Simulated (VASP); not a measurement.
# TiC (Cm) in VASP: notebook

TiC is run at these levels: PBEsol; tasks: single point.

All numbers are computed with VASP 6.6.1; they aren't measurements. Logs are shortened: lines on timing, memory, paths and dates and some standing lists are left out, and cuts for length are marked.

### Step 1. The cell of the first run

It takes space group Cm (No. 8, monoclinic). The conventional cell has a = 5.301 Å, b = 3.060 Å, c = 3.060 Å, α = 90.00°, β = 125.26°, γ = 90.00°. Ti (site symmetry m) has 6 C at 2.07 to 2.27 Å within 2.7 Å. Within 2.7 Å of C (site symmetry m) lie 6 Ti at 2.07 to 2.27 Å.

### Step 2. Single point, PBEsol (atom 1 (Ti) moved by (-0.100, -0.100) A along [1 1 0] and z)

Contents of INCAR:

```
PREC = Accurate
ENCUT = 520
EDIFF = 1E-7
ISMEAR = 0
SIGMA = 0.15
LREAL = False
LASPH = True
NELM = 60
ALGO = Fast
ISIF = 2
LWAVE = False
LCHARG = True
GGA = PS
LELF = True
LVHAR = True
NBANDS = 15
```

Contents of KPOINTS:

```
Automatic mesh
0
Gamma
  18 18 18
```

Contents of POSCAR:

```
TiC
1.0
    0.0000000000      2.1640000000      2.1640000000
    2.1640000000      0.0000000000      2.1640000000
    2.1640000000      2.1640000000      0.0000000000
Ti C
1 1
Direct
   -0.0231053604     -0.0231053604     -0.0095705537
    0.5000000000      0.5000000000      0.5000000000
```

Potentials or basis: VASP PAW PBE potentials, release 64 (Ti_sv, C).

Launch:

```bash
$ cat potpaw_PBE.64/Ti_sv/POTCAR potpaw_PBE.64/C/POTCAR > POTCAR
$ mpirun -np 1 vasp_std > vasp.out
```

OUTCAR:

```text
PREC = Accurate
   ENCUT = 520
   EDIFF = 1E-7
   ISMEAR = 0
   LREAL = False
   LASPH = True
   NELM = 60
   ISIF = 2
   GGA = PS

 ion  position               nearest neighbor table
   1  0.977  0.977  0.990-   2 2.07   2 2.10   2 2.10   2 2.24   2 2.24   2 2.27
   2  0.500  0.500  0.500-   1 2.07   1 2.10   1 2.10   1 2.24   1 2.24   1 2.27

  LATTYP: Found a face centered cubic cell.
 ALAT       =     4.3280000000

  Lattice vectors:

 A1 = (   0.0000000000,   2.1640000000,   2.1640000000)
 A2 = (   2.1640000000,   0.0000000000,   2.1640000000)
 A3 = (   2.1640000000,   2.1640000000,   0.0000000000)

Analysis of symmetry for initial positions (statically):
=====================================================================
 Subroutine PRICEL returns:
 Original cell was already a primitive cell.

 Routine SETGRP: Setting up the symmetry group for a
 face centered cubic supercell.

 Subroutine GETGRP returns: Found  2 space group operations
 (whereof  2 operations were pure point group operations)
 out of a pool of 48 trial point group operations.

The static configuration has the point symmetry C_1h.

Analysis of symmetry for dynamics (positions and initial velocities):
=====================================================================
 Subroutine PRICEL returns:
 Original cell was already a primitive cell.

 Routine SETGRP: Setting up the symmetry group for a
 face centered cubic supercell.

 Subroutine GETGRP returns: Found  2 space group operations
 (whereof  2 operations were pure point group operations)
 out of a pool of 48 trial point group operations.

The dynamic configuration has the point symmetry C_1h.

 Subroutine INISYM returns: Found  2 space group operations
 (whereof  2 operations are pure point group operations),
 and found     1 'primitive' translations

----------------------------------------------------------------------------------------

                                     Primitive cell

  volume of cell :      20.2676

  direct lattice vectors                    reciprocal lattice vectors
     0.000000000  2.164000000  2.164000000    -0.231053604  0.231053604  0.231053604
     2.164000000  0.000000000  2.164000000     0.231053604 -0.231053604  0.231053604
     2.164000000  2.164000000  0.000000000     0.231053604  0.231053604 -0.231053604

  length of vectors
     3.060358149  3.060358149  3.060358149     0.400196582  0.400196582  0.400196582

  position of ions in fractional coordinates (direct lattice)
     0.976894640  0.976894640  0.990429446
     0.500000000  0.500000000  0.500000000

  ion indices of the primitive-cell ions
   primitive index   ion index
                 1           1
                 2           2

----------------------------------------------------------------------------------------

 KPOINTS: Automatic mesh

Automatic generation of k-mesh.
 Grid dimensions read from file:
 generate k-points for:   18   18   18

 Generating k-lattice:

  Cartesian coordinates                     Fractional coordinates (reciprocal lattice)
    -0.012836311  0.012836311  0.012836311     0.055555556  0.000000000  0.000000000
     0.012836311 -0.012836311  0.012836311     0.000000000  0.055555556  0.000000000
     0.012836311  0.012836311 -0.012836311     0.000000000  0.000000000  0.055555556

  Length of vectors
     0.022233143  0.022233143  0.022233143

  Shift w.r.t. Gamma in fractional coordinates (k-lattice)
     0.000000000  0.000000000  0.000000000

 Subroutine IBZKPT returns following result:
 ===========================================

 Found   1550 irreducible k-points:

 Following reciprocal coordinates:
            Coordinates               Weight
  0.000000  0.000000  0.000000      1.000000
  0.055556  0.000000  0.000000      4.000000
  0.000000  0.000000  0.055556      2.000000
  0.055556  0.055556  0.055556      2.000000
  0.111111  0.000000  0.000000      4.000000
  0.000000  0.000000  0.111111      2.000000
[... 16 lines left out ...]
  0.444444  0.000000  0.000000      4.000000
  0.000000  0.000000  0.444444      2.000000
 [... further k-points ...]
   k-points           NKPTS =   1550   k-points in BZ     NKDIM =   1550   number of bands    NBANDS=     15
   number of dos      NEDOS =    301   number of ions     NIONS =      2
   total plane-waves  NPLWV =  13824
   dimension x,y,z NGX =    24 NGY =   24 NGZ =   24
   dimension x,y,z NGXF=    48 NGYF=   48 NGZF=   48
   ions per type =               1   1
   NGX,Y,Z   is equivalent  to a cutoff of  13.04, 13.04, 13.04 a.u.
   NGXF,Y,Z  is equivalent  to a cutoff of  26.07, 26.07, 26.07 a.u.
 SYSTEM =  unknown system
   PREC   = accura    normal or accurate (medium, high low for compatibility)
   ISTART =      0    job   : 0-new  1-cont  2-samecut
   ICHARG =      2    charge: 1-file 2-atom 10-const
   ISPIN  =      1    spin polarized calculation?
   LNONCOLLINEAR =      F non collinear calculations
   LSORBIT =      F    spin-orbit coupling
   LASPH  =      T    aspherical Exc in radial PAW
   ENCUT  =  520.0 eV  38.22 Ry    6.18 a.u.   5.69  5.69  5.69*2*pi/ulx,y,z
   NELM   =     60;   NELMIN=  2; NELMDL= -5     # of ELM steps
   EDIFF  = 0.1E-06   stopping-criterion for ELM
   LREAL  =      F    real-space projection
   EDIFFG = 0.1E-05   stopping-criterion for IOM
   NSW    =      0    number of steps for IOM
   IBRION =     -1    ionic relax: 0-MD 1-quasi-New 2-CG
   NFREE  =      0    steps in history (QN), initial steepest desc. (CG)
   ISIF   =      2    stress and relaxation
   ISYM   =      2    0-nonsym 1-usesym 2-fastsym
   POTIM  = 0.5000    time-step for ionic-motion
   TEBEG  =    0.0;   TEEND  =   0.0 temperature during run
   PSTRESS=    0.0 pullay stress
   NELECT =      16.0000    total number of electrons
   NUPDOWN=      -1.0000    fix difference up-down
   EMIN   =  10.00;   EMAX   =-10.00  energy-range for DOS
   EFERMI =   0.00;   METHOD = LEGACY
   ISMEAR =     0;   SIGMA  =   0.15  broadening in eV -4-tet -1-fermi 0-gaus
   EFERMI_NEDOS =   21; number of points for ismear=-14 and -15
   IALGO  =     68    algorithm
   IMIX   =      4    mixing-type and parameters
     AMIX     =   0.40;   BMIX     =  1.00
     AMIX_MAG =   1.60;   BMIX_MAG =  1.00
  volume/ion in A,a.u.               =      10.13        68.39
  Fermi-wavevector in a.u.,A,eV,Ry     =   1.513030  2.859212 31.147275  2.289260
  Thomas-Fermi vector in A             =   2.622876
   LORBIT       =      0    0 simple, 1 ext, 2 COOP (PROOUT), +10 PAW based schemes
   GGA     = PS    functional components
   LHFCALC =     F    Hartree Fock is set to
   AEXX    =    0.0000 exact exchange contribution
   IVDW    =     0    specifies the selected vdW correction
   LEPSILON=     F    determine dielectric tensor
   LRPA    =     F    only Hartree local field effects (RPA)
 non-spin polarized calculation
 RMM-DIIS sequential band-by-band and
 Gauss-broadening in eV      SIGMA  =   0.15
  energy-cutoff  :      520.00
  volume of cell :       20.27
 maximum number of plane-waves:       568
   NGX = 11   NGY = 11   NGZ = 11

 number of electron      16.0000000 magnetization

 Free energy of the ion-electron system (eV)
  ---------------------------------------------------
  ext. energy  EPLUGINS =         0.00000000
  ---------------------------------------------------
  free energy    TOTEN  =       -19.70649120 eV

  energy without entropy =      -19.70395339  energy(sigma->0) =      -19.70522230

 E-fermi :   9.4039     XC(G=0): -12.8626

 val. band max:        9.3944776269   @ k =   0.0000   0.2778   0.2778
 cond. band min:       9.4076979227   @ k =   0.0556  -0.0556  -0.0556
 fundamental gap:      0.0132202958
 Fermi energy:         9.4039312282

 k-point     1 :       0.0000    0.0000    0.0000
  band No.  band energies     occupation
      1     -46.9885      2.00000
      2     -23.1187      2.00000
      3     -23.1173      2.00000
      4     -23.1160      2.00000
      5      -3.0320      2.00000
      6       9.4327      0.78586
      7       9.6283      0.03443
      8       9.7525      0.00101
      9      10.3181      0.00000
     10      10.5865      0.00000
     11      11.7092      0.00000
     12      11.9534      0.00000
     13      12.1201      0.00000
     14      19.7462      0.00000
     15      23.1837      0.00000

 k-point     2 :       0.0556    0.0000    0.0000
  band No.  band energies     occupation
      1     -46.9863      2.00000
      2     -23.1334      2.00000
      3     -23.1200      2.00000
      4     -23.1179      2.00000
      5      -2.9612      2.00000
      6       9.0734      1.99817
      7       9.5440      0.18672
      8       9.6940      0.00624
      9      10.2574      0.00000
     10      10.5484      0.00000
     11      11.3830      0.00000
     12      12.4178      0.00000
     13      12.6193      0.00000
     14      19.8735      0.00000
     15      23.2278      0.00000

 k-point     3 :       0.0000    0.0000    0.0556
  band No.  band energies     occupation
      1     -46.9863      2.00000
      2     -23.1338      2.00000
      3     -23.1189      2.00000
      4     -23.1187      2.00000
      5      -2.9612      2.00000
      6       9.0662      1.99855
      7       9.5001      0.36465
      8       9.7661      0.00064
      9      10.3808      0.00000
     10      10.4039      0.00000
     11      11.3791      0.00000
     12      12.3659      0.00000
     13      12.6756      0.00000
     14      19.8721      0.00000
     15      23.2294      0.00000

 k-point     4 :       0.0556    0.0556    0.0556
  band No.  band energies     occupation
      1     -46.9863      2.00000
      2     -23.1344      2.00000
      3     -23.1189      2.00000
      4     -23.1178      2.00000
      5      -2.9616      2.00000
      6       9.2023      1.94267
      7       9.4645      0.56785
      8       9.5507      0.16654
      9      10.2807      0.00000
     10      10.4499      0.00000
     11      11.7580      0.00000
     12      12.3562      0.00000
     13      12.4748      0.00000
     14      19.8817      0.00000
     15      23.2183      0.00000
[... 307 lines left out ...]
 k-point    22 :       0.3889    0.3889    0.3889
  band No.  band energies     occupation
      1     -46.9218      2.00000
      2     -23.5705      2.00000
      3     -23.1612      2.00000
      4     -23.1603      2.00000
      5      -0.2606      2.00000
      6       4.3448      2.00000
      7       6.6120      2.00000
      8       6.6155      2.00000
      9      11.9514      0.00000
     10      11.9659      0.00000
     11      13.0702      0.00000
     12      17.0915      0.00000
     13      17.1219      0.00000
     14      18.4611      0.00000
     15      25.2484      0.00000

 k-point    23 :       0.4444    0.0000    0.0000
  band No.  band energies     occupation
      1     -46.9147      2.00000
      2     -23.6177      2.00000
      3     -23.1677      2.00000
      4     -23.1659      2.00000
      5       0.2560      2.00000
      6       3.7195      2.00000
      7       6.5004      2.00000
      8       6.5784      2.00000
      9      12.1443      0.00000
     10      12.1664      0.00000
     11      13.2919      0.00000
     12      16.5606      0.00000
     13      17.3863      0.00000
     14      18.5724      0.00000
     15      24.4420      0.00000

 k-point    24 :       0.0000    0.0000    0.4444
  band No.  band energies     occupation
      1     -46.9146      2.00000
      2     -23.6189      2.00000
      3     -23.1671      2.00000
      4     -23.1666      2.00000
      5       0.2586      2.00000
      6       3.7202      2.00000
      7       6.5161      2.00000
      8       6.5979      2.00000
      9      12.1510      0.00000
     10      12.1512      0.00000
     11      13.2777      0.00000
     12      16.4901      0.00000
     13      17.3310      0.00000
     14      18.6456      0.00000
     15      24.5022      0.00000

 [... further k-points ...]

------------------------ aborting loop because EDIFF is reached ----------------------------------------

  FORCE on cell =-STRESS in cart. coord.  units (eV):
  Direction    XX          YY          ZZ          XY          YZ          ZX
  --------------------------------------------------------------------------------------
  -------------------------------------------------------------------------------------
  Total       -0.5072697     -0.5072697     -0.3288889     -0.1209268     -0.1671075     -0.1671076
  in kB      -40.1003118    -40.1003118    -25.9990815     -9.5594165    -13.2100606    -13.2100670
  external PRESSURE =     -35.3999017 kB  Pullay stress =       0.0000000 kB

 VOLUME and BASIS-vectors are now :
 -----------------------------------------------------------------------------
  energy-cutoff  :      520.00
  volume of cell :       20.27
      direct lattice vectors                 reciprocal lattice vectors
     0.000000000  2.164000000  2.164000000    -0.231053604  0.231053604  0.231053604
     2.164000000  0.000000000  2.164000000     0.231053604 -0.231053604  0.231053604
     2.164000000  2.164000000  0.000000000     0.231053604  0.231053604 -0.231053604

 POSITION                                       TOTAL-FORCE (eV/Angst)
 -----------------------------------------------------------------------------------
      4.25729      4.25729      4.22800         0.590023      0.590023      0.863212
      2.16400      2.16400      2.16400        -0.590023     -0.590023     -0.863212
 -----------------------------------------------------------------------------------
    total drift:                                0.000091      0.000091      0.000127

  FREE ENERGIE OF THE ION-ELECTRON SYSTEM (eV)
  ---------------------------------------------------
  free  energy   TOTEN  =       -19.7064911999 eV

  energy  without entropy=      -19.7039533921  energy(sigma->0) =      -19.70522230
```

It took 24 min on 1 thread of Oxide Virtual Turin-like, shared host; peak memory 0.53 GiB.

What came out:

```yaml
Free_energy: -19.7065 eV
Pressure: -3.5 GPa
Largest_force: 1.201 eV/Å
Band_gap_on_the_k_mesh: zero (bands 8 and 9 overlap by 0.50 eV)
```

Forces in eV/Å, atoms in the order of the input:
```
Ti   0.590  0.590  0.863
C   -0.590 -0.590 -0.863
```

Stress tensor (GPa, compression positive):
```
-4.01 -0.96 -1.32
-0.96 -4.01 -1.32
-1.32 -1.32 -2.60
```

Caveat: the cell differs from its parent crystal (atom 1 (Ti) moved by (-0.100, -0.100) A along [1 1 0] and z); the cell stands under tension; the PAW data sets were made with another functional, which shifts forces and pressure a little.

(Continued in part 2 of 2.)
